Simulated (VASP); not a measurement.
The system is ZrC.

```xyz
2
Lattice="0.0000 2.2457 2.2457 2.2457 0.0000 2.2457 2.2457 2.2457 0.0000" Properties=species:S:1:pos:R:3 pbc="T T T"
Zr    0.0000    0.0000    0.0000
C     2.2457    2.2457    2.2457
```

* Program: VASP 6.6.1
* Task: relaxation of cell and atoms
* Functional: PBE
* Potentials or basis: VASP PAW PBE potentials, release 64 (Zr_sv, C)
* Cutoff: 600 eV
* k mesh: 7 × 7 × 7
* Occupations: fermi-dirac, width 0.1 eV
* Spin: no spin polarisation

At the start: pressure 42.2 GPa; volume 11.33 Å³/atom.

Where does the relaxation end?

Over 19 steps the energy falls by 203.2 meV/atom and the volume is 13.07 Å³/atom (+15.4 %); space group Fm-3m (No. 225, to 0.1 Å) before and after.

The path:
```csv
step,energy change (eV),largest force (eV/Å),pressure (GPa),volume (Å³)
1,0.0000,0.0000,42.16,22.65
2,0.6152,0.0000,-33.78,33.89
3,-0.4042,0.0000,-2.39,26.42
4,-0.4063,0.0000,-0.38,26.18
5,-0.4064,0.0000,0.25,26.10
6,-0.4064,0.0000,0.25,26.10
7,-0.4064,0.0000,0.24,26.10
8,-0.4064,0.0000,0.23,26.10
9,-0.4064,0.0000,0.23,26.10
10,-0.4064,0.0000,0.23,26.10
11,-0.4064,0.0000,0.23,26.10
12,-0.4064,0.0000,0.23,26.10
13,-0.4064,0.0000,0.23,26.10
14,-0.4064,0.0000,0.23,26.10
15,-0.4064,0.0000,0.22,26.11
16,-0.4064,0.0000,0.21,26.11
17,-0.4064,0.0000,0.18,26.11
18,-0.4064,0.0000,0.10,26.12
19,-0.4064,0.0000,-0.03,26.13
```

Final structure:
```cif
data_structure
_symmetry_space_group_name_H-M 'P 1'
_symmetry_Int_Tables_number 1
_cell_length_a 3.3310
_cell_length_b 3.3310
_cell_length_c 3.3310
_cell_angle_alpha 60.000
_cell_angle_beta 60.000
_cell_angle_gamma 60.000
_cell_volume 26.13
loop_
_atom_site_label
_atom_site_type_symbol
_atom_site_fract_x
_atom_site_fract_y
_atom_site_fract_z
_atom_site_occupancy
Zr1 Zr 0.00000 0.00000 0.00000 1
C1 C 0.50000 0.50000 0.50000 1
```

Caveat: the volume moved by over 15 % at a fixed basis, so the end points are rough.
